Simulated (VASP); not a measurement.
Set up this calculation in VASP 6.6.1, as the native input.

| Property | Result |
| --- | --- |
| Task | single point |
| Functional | LDA |
| Potentials or basis | VASP PAW LDA potentials, release 64 (Li_sv, Cl) |
| Cutoff | 520 eV |
| k mesh | 8 × 8 × 8 |
| Occupations | gaussian, width 0.05 eV |
| Spin | no spin polarisation |
| Dipole correction | no |
| Further INCAR settings | ALGO = Normal; EDIFF = 1e-06; NBANDS = 12 |

The structure of LiCl lies in POSCAR:

```
LiCl
1.0
    0.0000000000      2.5006410000      2.4365220000
    2.5006410000      0.0000000000      2.4365220000
    2.5006410000      2.5006410000      0.0000000000
Li Cl
1 1
Direct
    0.0000000000      0.0000000000      0.0000000000
    0.5000000000      0.5000000000      0.5000000000
```

This cell differs from its parent crystal: strain -0.025 along x and y, -0.050 along z.

One way to write it, as run:

INCAR

```
SYSTEM = LiCl
  PREC = Accurate
  ENCUT = 520
  EDIFF = 1E-6
  ISMEAR = 0
  SIGMA = 0.05
  LREAL = .FALSE.
  LASPH = .TRUE.
  NELM = 60
  ALGO = Normal
  ISIF = 2
  LWAVE = .FALSE.
  LCHARG = .FALSE.
  GGA = CA
  NBANDS = 12
```

KPOINTS

```
regular mesh
0
G
  8 8 8
  0 0 0
```

Potentials or basis: VASP PAW LDA potentials, release 64 (Li_sv, Cl).

The run is started by

```bash
$ cat potpaw_LDA.64/Li_sv/POTCAR potpaw_LDA.64/Cl/POTCAR > POTCAR
$ mpirun -np 1 vasp_std > vasp.out
```

Results of the run:

| Property | Result |
| --- | --- |
| Band gap on the k mesh | 6.48 eV, indirect (least direct gap 6.61 eV) |

Caveat: the cell differs from its parent crystal (strain -0.025 along x and y, -0.050 along z).

Wall time 36 s on 1 thread of AMD EPYC 7R13 (shared host), peak memory 0.11 GiB.
